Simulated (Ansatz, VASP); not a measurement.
**LiF: VASP beside Ansatz**

```
Li F
1.0
     3.06094    0.00000    0.00000
    -1.53047    2.65085    0.00000
     0.00000    0.00000    4.80732
Li F
2 2
Direct
  0.33333 0.66667 0.38115
  0.66667 0.33333 0.88115
  0.33333 0.66667 0.99384
  0.66667 0.33333 0.49384
```

Alike in both runs: task relaxation of cell and atoms; functional r2SCAN; dispersion D4; k mesh 6 × 6 × 4; no spin polarisation.

```csv
,VASP,Ansatz
version,VASP 6.6.1,Ansatz 0.2.0
potentials or method,"VASP PAW PBE potentials, release 64 (Li_sv, F)","plane waves, PAW"
plane-wave cutoff (eV),600,500
occupations,"gaussian, width 0.01 eV",fixed
valence electrons in the cell,20,20
```

|  | VASP | Ansatz | Ansatz less VASP |
| --- | --- | --- | --- |
| relaxed volume (Å³/atom) | 9.70 | 9.78 | +0.084 |
| relaxed length of the cell vector where the two differ most in proportion (Å) | 3.057 | 3.075 | +0.0185 |

VASP's potentials were made for PBE, not for r2SCAN.

Noted on VASP's run: the cutoff is under 1.25 times that of the potentials, so the pressure is a little rough.
